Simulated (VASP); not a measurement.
## SnSe (CsCl type): single point with PBE

Crystal: SnSe (CsCl type).

```
Sn Se
1.0
     3.68005    0.00000    0.00000
     0.00000    3.68005    0.00000
     0.00000    0.00000    3.68005
Sn Se
1 1
Direct
  0.00000 0.00000 0.00000
  0.50000 0.50000 0.50000
```

| Property | Result |
| --- | --- |
| Program | VASP 6.6.1 |
| Task | single point |
| Functional | PBE |
| Potentials or basis | VASP PAW PBE potentials, release 64 (Sn_d, Se) |
| Cutoff | 520 eV |
| k mesh | 14 × 14 × 14 |
| Occupations | fermi-dirac, width 0.1 eV |
| Spin | no spin polarisation |
| Dipole correction | no |
| Further INCAR settings | ALGO = Normal; EDIFF = 1e-06; NBANDS = 17 |

* Pressure: 0.0 GPa
* Band gap on the k mesh: zero (band 10 reaches 6.48 eV, above the bottom of band 11 at 5.14 eV)

Levels at points of the mesh, in eV from the Fermi level:
```
           k point  band 7  band 8  band 9  band 10  band 11  band 12  band 13  band 14
(0.00, 0.00, 0.00)   -5.79   -1.89   -1.89    -1.89     4.37     4.37     5.99     5.99
(0.50, 0.00, 0.00)   -8.36   -0.63   -0.63    -0.13     0.36     3.07     3.07     6.37
(0.50, 0.50, 0.00)   -6.10   -4.99   -4.99    -0.21     4.05     4.05     4.70     6.43
(0.50, 0.50, 0.50)   -4.54   -3.01   -3.01    -3.01    -1.09    -1.09    -1.09    13.89
```

It took 25 s on 1 thread of Intel(R) Xeon(R) 6975P-C (Granite Rapids) (shared host), peak memory 0.23 GiB.

Caveat: spin-orbit coupling is left out, which moves the levels of the heavy elements.
